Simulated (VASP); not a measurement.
Set up this calculation in VASP 6.6.1, as the native input.

| Property | Result |
| --- | --- |
| Task | single point |
| Functional | r2SCAN |
| Potentials or basis | VASP PAW PBE potentials, release 64 (Cu) |
| Cutoff | 520 eV |
| k mesh | 20 × 20 × 20 |
| Occupations | gaussian, width 0.1 eV |
| Spin | no spin polarisation |
| Dipole correction | no |
| Further INCAR settings | ALGO = Normal; EDIFF = 1e-07; NBANDS = 12 |

The system is Cu.

```
CELL_PARAMETERS angstrom
-1.37642 1.37642 1.33303
1.37642 -1.37642 1.33303
1.37642 1.37642 -1.33303
ATOMIC_POSITIONS crystal
Cu 0.00000 0.00000 0.00000
```

These files were run (other wordings do the same):

POSCAR

```
Cu
1.0
   -1.3764151354      1.3764151354      1.3330261304
    1.3764151354     -1.3764151354      1.3330261304
    1.3764151354      1.3764151354     -1.3330261304
Cu
1
Direct
    0.0000000000      0.0000000000      0.0000000000
```

INCAR.step1

```
SYSTEM = Cu
ALGO = Normal
EDIFF = 1E-4
ENCUT = 520
GGA = PE
ISMEAR = 0
LASPH = .True.
LCHARG = .False.
LREAL = .False.
LWAVE = .True.
NBANDS = 12
NELM = 60
PREC = Accurate
SIGMA = 0.1
```

INCAR.step2

```
SYSTEM = Cu
ALGO = Normal
EDIFF = 1E-7
ENCUT = 520
ISIF = 2
ISMEAR = 0
ISTART = 1
LASPH = .True.
LCHARG = .True.
LELF = .True.
LMIXTAU = .True.
LREAL = .False.
LVHAR = .True.
LWAVE = .False.
METAGGA = R2SCAN
NBANDS = 12
NELM = 60
PREC = Accurate
SIGMA = 0.1
```

KPOINTS

```
k-points
0
Gamma
  20 20 20
  0 0 0
```

Potentials or basis: VASP PAW PBE potentials, release 64 (Cu).

Run with:

```console
$ cat potpaw_PBE.64/Cu/POTCAR > POTCAR
$ cp INCAR.step1 INCAR
$ mpirun -np 1 vasp_std > vasp.out
$ cp INCAR.step2 INCAR
$ mpirun -np 1 vasp_std > vasp.out
```

Results of the run:

```yaml
Pressure: 29.1 GPa
Band_gap_on_the_k_mesh: zero (an odd number of electrons rules out a gap without spin polarisation)
```

Caveat: the cell stands under pressure; the PAW data sets were made with another functional, which shifts forces and pressure a little.

Run time: 4.1 min on 1 thread of Intel Xeon 8259CL (shared host), peak memory 0.19 GiB.
